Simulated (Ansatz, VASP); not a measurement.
# InP: VASP beside Ansatz

INCAR

```
  PREC = Accurate
  ENCUT = 520
  EDIFF = 1E-6
  ISMEAR = 0
  SIGMA = 0.15
  LREAL = False
  LASPH = True
  NELM = 80
  ALGO = Normal
  ISIF = 2
  LWAVE = False
  LCHARG = True
  GGA = PS
  LELF = True
  LVHAR = True
  NBANDS = 16
```

KPOINTS

```
Automatic mesh
0
Gamma
  6 6 6
```

Contents of POSCAR:

```
InP
1.0
    0.0000000000      3.2958567472      2.1423068857
    3.2958567472      0.0000000000      2.1423068857
    3.2958567472      3.2958567472      0.0000000000
In P
1 1
Direct
    0.0000000000      0.0000000000      0.0000000000
    0.5000000000      0.5000000000      0.5000000000
```

Input for Ansatz:

```yaml
crystal:
  lattice:
    - [0.0, 3.2958567472, 2.1423068857]
    - [3.2958567472, 0.0, 2.1423068857]
    - [3.2958567472, 3.2958567472, 0.0]
  atoms:
    - { symbol: In, position: [0.0, 0.0, 0.0] }
    - { symbol: P, position: [0.5, 0.5, 0.5] }
basis:
  ecutwfc: 420
kpoints:
  mp_grid: { grid: [6, 6, 6] }
hamiltonian:
  xc: pbesol
scf:
  occupations: { method: gaussian, width: 0.15 }
output:
  forces: true
  stress: true
  eigenvalues: true
```

Alike in both runs: task single point; functional PBEsol; k mesh 6 × 6 × 6; occupations gaussian, width 0.15 eV; no spin polarisation.

|  | VASP | Ansatz |
| --- | --- | --- |
| version | VASP 6.6.1 | Ansatz 0.2.0 |
| potentials or method | VASP PAW PBE potentials, release 64 (In_d, P), cutoff 520 eV | scalar-relativistic, plane waves, PAW |
| valence electrons in the cell | 18 | 18 |

VASP gave:

```
gap on the k mesh at the Fermi level (eV)                     : none
pressure (GPa)                                                : 18.9
traceless stress, the component that is largest in VASP (GPa) : 46.41
```

What did Ansatz give for the same quantities?

gap on the k mesh at the Fermi level (eV): none; pressure (GPa): 19.3; traceless stress, the component that is largest in VASP (GPa): 47.31.

VASP's potentials were made for PBE, not for PBEsol. A gap of «none» marks a metal or a gap that the smearing closes. The functional is the same, so the differences come from potentials, cutoffs and numerics.
